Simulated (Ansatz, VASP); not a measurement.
Sb: VASP beside Ansatz

```
Sb
1.0
    -1.72500    1.72500    1.72500
     1.72500   -1.72500    1.72500
     1.72500    1.72500   -1.72500
Sb
1
Direct
  0.00000 0.00000 0.00000
```

Alike in both runs: task single point; functional LDA; k mesh 10 × 10 × 10; no spin polarisation.

|  | VASP | Ansatz |
| --- | --- | --- |
| version | VASP 6.6.1 | Ansatz 0.2.0 |
| potentials or method | VASP PAW LDA potentials, release 64 (Sb) | plane waves, PAW |
| plane-wave cutoff (eV) | 520 | 420 |
| occupations | fermi-dirac, width 0.1 eV | fermi-dirac |
| valence electrons in the cell | 5 | 15 |

```tsv
	VASP	Ansatz	Ansatz less VASP
pressure (GPa)	26.4	25.7	-0.72
```

LDA's correlation is that of Perdew and Zunger in VASP and of Perdew and Wang (1992) in Ansatz. VASP's potentials hold 5 valence electrons a cell and Ansatz's 15, so a difference there can come from the potentials and not from the codes. Ansatz's warnings: stress scf threshold loose.

Spin-orbit coupling is off throughout.
